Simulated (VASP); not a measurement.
# Si (Ccce) in VASP: single point with PBE

Aim: the single point of Si with PBE.

All numbers are computed with VASP 6.6.1; they aren't measurements. Logs are shortened: lines on timing, memory, paths and dates and some standing lists are left out, and cuts for length are marked.

## 1. The cell of the first run

The structure is orthorhombic, space group Ccce (No. 68). Conventional cell: a = 3.854 Å, b = 6.776 Å, c = 8.361 Å, α = 90.00°, β = 90.00°, γ = 90.00°. Within 3.2 Å of Si (site symmetry 2) lie 4 Si at 2.39 Å. Within 3.2 Å of Si (site symmetry 222) lie 4 Si at 2.39 Å.

The cell was generated, and may not be a known phase.

## 2. Single point, PBE

Input file INCAR:

```
PREC     = Accurate       # precision mode
ENCUT    = 520            # plane-wave cutoff, eV
EDIFF    = 1E-6           # SCF threshold, eV
ISMEAR   = 0              # smearing method
SIGMA    = 0.1            # smearing width, eV
LREAL    = F              # projectors in reciprocal space
LASPH    = T              # aspherical terms in the spheres
NELM     = 100            # most SCF steps
ALGO     = Normal         # electronic algorithm
ISIF     = 2              # what is computed and relaxed
LWAVE    = F              # write WAVECAR
LCHARG   = T              # write CHGCAR
GGA      = PE             # functional
LELF     = T              # ELF
LVHAR    = T            
NBANDS   = 21             # bands
```

Input file KPOINTS:

```
Automatic mesh
0
Gamma
  12 12 6
```

Input file POSCAR:

```
Si
1.0
    1.9271408011     -3.3881526559      0.0000000000
    1.9271408011      3.3881526559      0.0000000000
    0.0000000000      0.0000000000      8.3612582580
Si
6
Direct
    0.0000000000      0.5000000000      0.3341422216
    0.5000000000      0.0000000000      0.6658577784
    0.5000000000      0.0000000000      0.1658577784
    0.0000000000      0.5000000000      0.8341422216
    0.0000000000      0.0000000000      0.5000000000
    0.5000000000      0.5000000000      0.0000000000
```

Potentials or basis: VASP PAW PBE potentials, release 64 (Si).

Command:

```bash
$ cat potpaw_PBE.64/Si/POTCAR > POTCAR
$ mpirun -np 1 vasp_std > vasp.out
```

OUTCAR:

```text
PREC = Accurate
   ENCUT = 520
   EDIFF = 1E-6
   ISMEAR = 0
   LREAL = F
   LASPH = T
   NELM = 100
   ISIF = 2
   GGA = PE

 ion  position               nearest neighbor table
   1  0.000  0.500  0.334-   3 2.39   3 2.39   5 2.39   5 2.39
   2  0.500  0.000  0.666-   4 2.39   4 2.39   5 2.39   5 2.39
   3  0.500  0.000  0.166-   1 2.39   1 2.39   6 2.39   6 2.39
   4  0.000  0.500  0.834-   2 2.39   2 2.39   6 2.39   6 2.39
   5  0.000  0.000  0.500-   1 2.39   2 2.39   1 2.39   2 2.39
   6  0.500  0.500  0.000-   3 2.39   4 2.39   3 2.39   4 2.39

  LATTYP: Found a base centered orthorhombic cell.
 ALAT       =     3.8542816022
 B/A-ratio  =     1.7581240841
 C/A-ratio  =     2.1693428558

  Lattice vectors:

 A1 = (   1.9271408011,  -3.3881526559,   0.0000000000)
 A2 = (   1.9271408011,   3.3881526559,   0.0000000000)
 A3 = (   0.0000000000,   0.0000000000,   8.3612582580)

Analysis of symmetry for initial positions (statically):
=====================================================================
 Subroutine PRICEL returns:
 Original cell was already a primitive cell.

 Routine SETGRP: Setting up the symmetry group for a
 base centered orthorhombic supercell.

 Subroutine GETGRP returns: Found  8 space group operations
 (whereof  4 operations were pure point group operations)
 out of a pool of  8 trial point group operations.

The static configuration has the point symmetry D_2 .
 The point group associated with its full space group is D_2h.

Analysis of symmetry for dynamics (positions and initial velocities):
=====================================================================
 Subroutine PRICEL returns:
 Original cell was already a primitive cell.

 Routine SETGRP: Setting up the symmetry group for a
 base centered orthorhombic supercell.

 Subroutine GETGRP returns: Found  8 space group operations
 (whereof  4 operations were pure point group operations)
 out of a pool of  8 trial point group operations.

The dynamic configuration has the point symmetry D_2 .
 The point group associated with its full space group is D_2h.

 Subroutine INISYM returns: Found  8 space group operations
 (whereof  4 operations are pure point group operations),
 and found     1 'primitive' translations

----------------------------------------------------------------------------------------

                                     Primitive cell

  volume of cell :     109.1888

  direct lattice vectors                    reciprocal lattice vectors
     1.927140801 -3.388152656  0.000000000     0.259451722 -0.147573044  0.000000000
     1.927140801  3.388152656  0.000000000     0.259451722  0.147573044  0.000000000
     0.000000000  0.000000000  8.361258258     0.000000000  0.000000000  0.119599224

  length of vectors
     3.897877639  3.897877639  8.361258258     0.298484505  0.298484505  0.119599224

  position of ions in fractional coordinates (direct lattice)
     0.000000000  0.500000000  0.334142222
     0.500000000  0.000000000  0.665857778
     0.500000000  0.000000000  0.165857778
     0.000000000  0.500000000  0.834142222
     0.000000000  0.000000000  0.500000000
     0.500000000  0.500000000  0.000000000

  ion indices of the primitive-cell ions
   primitive index   ion index
                 1           1
                 2           2
                 3           3
                 4           4
                 5           5
                 6           6

----------------------------------------------------------------------------------------

 KPOINTS: Automatic mesh

Automatic generation of k-mesh.
 Grid dimensions read from file:
 generate k-points for:   12   12    6

 Generating k-lattice:

  Cartesian coordinates                     Fractional coordinates (reciprocal lattice)
     0.021620977 -0.012297754  0.000000000     0.083333333 -0.000000000  0.000000000
     0.021620977  0.012297754  0.000000000    -0.000000000  0.083333333  0.000000000
     0.000000000  0.000000000  0.019933204     0.000000000  0.000000000  0.166666667

  Length of vectors
     0.024873709  0.024873709  0.019933204

  Shift w.r.t. Gamma in fractional coordinates (k-lattice)
     0.000000000  0.000000000  0.000000000

 Subroutine IBZKPT returns following result:
 ===========================================

 Found    172 irreducible k-points:

 Following reciprocal coordinates:
            Coordinates               Weight
  0.000000  0.000000  0.000000      1.000000
  0.083333 -0.000000  0.000000      4.000000
  0.166667 -0.000000  0.000000      4.000000
  0.250000 -0.000000  0.000000      4.000000
  0.333333 -0.000000  0.000000      4.000000
  0.416667 -0.000000  0.000000      4.000000
[... 16 lines left out ...]
  0.500000  0.166667  0.000000      4.000000
 -0.416667  0.166667  0.000000      4.000000
 [... further k-points ...]
   k-points           NKPTS =    172   k-points in BZ     NKDIM =    172   number of bands    NBANDS=     21
   number of dos      NEDOS =    301   number of ions     NIONS =      6
   total plane-waves  NPLWV =  57600
   dimension x,y,z NGX =    30 NGY =   30 NGZ =   64
   dimension x,y,z NGXF=    60 NGYF=   60 NGZF=  128
   ions per type =               6
   NGX,Y,Z   is equivalent  to a cutoff of  12.80, 12.80, 12.73 a.u.
   NGXF,Y,Z  is equivalent  to a cutoff of  25.59, 25.59, 25.45 a.u.
 SYSTEM =  unknown system
   PREC   = accura    normal or accurate (medium, high low for compatibility)
   ISTART =      0    job   : 0-new  1-cont  2-samecut
   ICHARG =      2    charge: 1-file 2-atom 10-const
   ISPIN  =      1    spin polarized calculation?
   LNONCOLLINEAR =      F non collinear calculations
   LSORBIT =      F    spin-orbit coupling
   LASPH  =      T    aspherical Exc in radial PAW
   ENCUT  =  520.0 eV  38.22 Ry    6.18 a.u.   7.25  7.25 15.55*2*pi/ulx,y,z
   NELM   =    100;   NELMIN=  2; NELMDL= -5     # of ELM steps
   EDIFF  = 0.1E-05   stopping-criterion for ELM
   LREAL  =      F    real-space projection
   EDIFFG = 0.1E-04   stopping-criterion for IOM
   NSW    =      0    number of steps for IOM
   IBRION =     -1    ionic relax: 0-MD 1-quasi-New 2-CG
   NFREE  =      0    steps in history (QN), initial steepest desc. (CG)
   ISIF   =      2    stress and relaxation
   ISYM   =      2    0-nonsym 1-usesym 2-fastsym
   POTIM  = 0.5000    time-step for ionic-motion
   TEBEG  =    0.0;   TEEND  =   0.0 temperature during run
   PSTRESS=    0.0 pullay stress
   NELECT =      24.0000    total number of electrons
   NUPDOWN=      -1.0000    fix difference up-down
   EMIN   =  10.00;   EMAX   =-10.00  energy-range for DOS
   EFERMI =   0.00;   METHOD = LEGACY
   ISMEAR =     0;   SIGMA  =   0.10  broadening in eV -4-tet -1-fermi 0-gaus
   EFERMI_NEDOS =   21; number of points for ismear=-14 and -15
   IALGO  =     38    algorithm
   IMIX   =      4    mixing-type and parameters
     AMIX     =   0.40;   BMIX     =  1.00
     AMIX_MAG =   1.60;   BMIX_MAG =  1.00
  volume/ion in A,a.u.               =      18.20       122.81
  Fermi-wavevector in a.u.,A,eV,Ry     =   0.987990  1.867030 13.280977  0.976124
  Thomas-Fermi vector in A             =   2.119484
   LORBIT       =      0    0 simple, 1 ext, 2 COOP (PROOUT), +10 PAW based schemes
   GGA     = PE    functional components
   LHFCALC =     F    Hartree Fock is set to
   AEXX    =    0.0000 exact exchange contribution
   IVDW    =     0    specifies the selected vdW correction
   LEPSILON=     F    determine dielectric tensor
   LRPA    =     F    only Hartree local field effects (RPA)
 non-spin polarized calculation
 Gauss-broadening in eV      SIGMA  =   0.10
  energy-cutoff  :      520.00
  volume of cell :      109.19
 maximum number of plane-waves:      2965
 NGX is ok and might be reduce to    30
   NGX = 15   NGY = 15   NGZ = 31

 number of electron      24.0000000 magnetization

 Free energy of the ion-electron system (eV)
  ---------------------------------------------------
  ext. energy  EPLUGINS =         0.00000000
  ---------------------------------------------------
  free energy    TOTEN  =       -30.89297620 eV

  energy without entropy =      -30.89014400  energy(sigma->0) =      -30.89156010

 E-fermi :   7.1530     XC(G=0): -10.0129

 val. band max:        7.1436270833   @ k =   0.0833  -0.0000   0.1667
 cond. band min:       7.1662665885   @ k =   0.3333   0.1667   0.0000
 fundamental gap:      0.0226395051
 Fermi energy:         7.1530234805

 k-point     1 :       0.0000    0.0000    0.0000
  band No.  band energies     occupation
      1      -5.5825      2.00000
      2      -3.6362      2.00000
      3      -3.5852      2.00000
      4       1.9324      2.00000
      5       1.9462      2.00000
      6       4.3633      2.00000
[... 13 lines left out ...]
     20      11.4628      0.00000
     21      11.4974      0.00000

 k-point     2 :       0.0833   -0.0000    0.0000
  band No.  band energies     occupation
      1      -5.4997      2.00000
      2      -3.5621      2.00000
      3      -3.5041      2.00000
      4       1.9162      2.00000
      5       1.9667      2.00000
      6       4.0188      2.00000
[... 13 lines left out ...]
     20      10.7123      0.00000
     21      11.8083      0.00000

 k-point     3 :       0.1667   -0.0000    0.0000
  band No.  band energies     occupation
      1      -5.2526      2.00000
      2      -3.3444      2.00000
      3      -3.2623      2.00000
      4       1.6679      2.00000
      5       2.0294      2.00000
      6       3.3311      2.00000
[... 13 lines left out ...]
     20      11.3712      0.00000
     21      11.6160      0.00000
[... 457 lines left out ...]
 k-point    23 :       0.5000    0.1667    0.0000
  band No.  band energies     occupation
      1      -3.3985      2.00000
      2      -2.1490      2.00000
      3      -1.6684      2.00000
      4      -0.5000      2.00000
      5      -0.0542      2.00000
      6       1.0397      2.00000
[... 13 lines left out ...]
     20      12.5304      0.00000
     21      13.5707      0.00000

 k-point    24 :      -0.4167    0.1667    0.0000
  band No.  band energies     occupation
      1      -4.0757      2.00000
      2      -2.3235      2.00000
      3      -2.2410      2.00000
      4       0.1900      2.00000
      5       0.3715      2.00000
      6       1.9133      2.00000
[... 13 lines left out ...]
     20      11.5359      0.00000
     21      12.4370      0.00000

 [... further k-points ...]

------------------------ aborting loop because EDIFF is reached ----------------------------------------

  FORCE on cell =-STRESS in cart. coord.  units (eV):
  Direction    XX          YY          ZZ          XY          YZ          ZX
  --------------------------------------------------------------------------------------
  -------------------------------------------------------------------------------------
  Total       -0.0529702     -0.0481059     -0.0581316      0.0000000      0.0000000      0.0000000
  in kB       -0.7772560     -0.7058801     -0.8529921      0.0000000      0.0000000      0.0000000
  external PRESSURE =      -0.7787094 kB  Pullay stress =       0.0000000 kB

 VOLUME and BASIS-vectors are now :
 -----------------------------------------------------------------------------
  energy-cutoff  :      520.00
  volume of cell :      109.19
      direct lattice vectors                 reciprocal lattice vectors
     1.927140801 -3.388152656  0.000000000     0.259451722 -0.147573044  0.000000000
     1.927140801  3.388152656  0.000000000     0.259451722  0.147573044  0.000000000
     0.000000000  0.000000000  8.361258258     0.000000000  0.000000000  0.119599224

 POSITION                                       TOTAL-FORCE (eV/Angst)
 -----------------------------------------------------------------------------------
      0.96357      1.69408      2.79385         0.000000     -0.000000     -0.000098
      0.96357     -1.69408      5.56741         0.000000     -0.000000      0.000098
      0.96357     -1.69408      1.38678        -0.000000      0.000000      0.000098
      0.96357      1.69408      6.97448        -0.000000     -0.000000     -0.000098
      0.00000      0.00000      4.18063         0.000000      0.000000      0.000000
      1.92714      0.00000      0.00000         0.000000     -0.000000      0.000000
 -----------------------------------------------------------------------------------
    total drift:                                0.000000      0.000000     -0.000000

  FREE ENERGIE OF THE ION-ELECTRON SYSTEM (eV)
  ---------------------------------------------------
  free  energy   TOTEN  =       -30.8929762044 eV

  energy  without entropy=      -30.8901440016  energy(sigma->0) =      -30.89156010
```

Wall time 5.1 min (1 thread of AMD EPYC 7R13 (Zen 3), shared host); peak memory 0.36 GiB.

Results:

- Free energy: -30.8930 eV
- Pressure: -0.1 GPa
- Band gap on the k mesh: zero (bands 12 and 13 overlap by 0.88 eV)

Levels at points of the mesh, in eV from the Fermi level:
```
           k point  band 10  band 11  band 12  band 13  band 14  band 15
(0.00, 0.00, 0.00)    -0.35     0.23     0.31     1.16     1.30     1.36
(0.50, 0.00, 0.00)    -2.47    -2.41    -2.41     0.40     0.40     0.67
(0.50, 0.50, 0.00)    -2.63    -1.53    -0.70    -0.57     0.04     0.31
(0.00, 0.00, 0.50)    -0.99    -0.11    -0.11     1.47     1.47     1.80
(0.50, 0.00, 0.50)    -2.74    -1.80    -1.80     0.60     0.60     2.02
(0.50, 0.50, 0.50)    -2.30    -2.01    -2.01     1.19     1.19     1.55
```

The gap in the log of VASP goes by the Fermi energy; the results here count the filled bands.